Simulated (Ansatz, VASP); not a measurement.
Al3BAs4 in VASP and in Ansatz

```xyz
8
Lattice="5.5094 0.0000 0.0000 0.0000 5.5094 0.0000 0.0000 0.0000 5.5094" Properties=species:S:1:pos:R:3 pbc="T T T"
Al    2.7547    0.0000    2.7547
Al    2.7547    2.7547    0.0000
Al    0.0000    2.7547    2.7547
B     0.0000    0.0000    0.0000
As    1.2547    4.2547    4.2547
As    1.2547    1.2547    1.2547
As    4.2547    4.2547    1.2547
As    4.2547    1.2547    4.2547
```

Alike in both runs: functional PBE; k mesh 8 × 8 × 8; occupations gaussian, width 0.02 eV; no spin polarisation.

Ansatz relaxed the structure, and its values are those at the end. VASP's run is a single point on that final structure, the one shown.

|  | VASP | Ansatz |
| --- | --- | --- |
| version | VASP 6.6.1 | Ansatz 0.2.0 |
| potentials or method | VASP PAW PBE potentials, release 64 (Al, B, As), cutoff 520 eV | scalar-relativistic, plane waves, PAW |
| valence electrons in the cell | 32 | 72 |

Ansatz gave:

- gap on the k mesh at the Fermi level (eV): 0.54
- least direct gap on the mesh (eV): 1.11
- pressure (GPa): 0.0
- rms of the force components (eV/Å): 0.001

Task: Estimate VASP's values.

Result: gap on the k mesh at the Fermi level (eV): 0.54; least direct gap on the mesh (eV): 1.11; pressure (GPa): 0.2; rms of the force components (eV/Å): 0.003.

VASP's potentials hold 32 valence electrons a cell and Ansatz's 72, so a difference there can come from the potentials and not from the codes.
